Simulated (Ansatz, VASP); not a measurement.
**Ag in VASP and in Ansatz**

```
Ag
1.0
    -1.69903    1.69903    1.51224
     1.69903   -1.69903    1.51224
     1.69903    1.69903   -1.51224
Ag
1
Direct
  0.00000 0.00000 0.00000
```

Alike in both runs: functional r2SCAN; k mesh 10 × 10 × 10; occupations gaussian, width 0.1 eV; no spin polarisation.

Ansatz relaxed the structure, and its values are those at the end. VASP's run is a single point on that final structure, the one shown.

|  | VASP | Ansatz |
| --- | --- | --- |
| version | VASP 6.6.1 | Ansatz 0.2.0 |
| potentials or method | VASP PAW PBE potentials, release 64 (Ag), cutoff 520 eV | scalar-relativistic, plane waves, PAW |
| valence electrons in the cell | 11 | 19 |

Ansatz gave:

```
gap on the k mesh at the Fermi level (eV) : none
pressure (GPa)                            : 0.1
```

**Question.** Which values does VASP return?

**Answer.** gap on the k mesh at the Fermi level (eV): none; pressure (GPa): 0.2.

VASP's potentials were made for PBE, not for r2SCAN. A gap of «none» marks a metal or a gap that the smearing closes. VASP's potentials hold 11 valence electrons a cell and Ansatz's 19, so a difference there can come from the potentials and not from the codes.
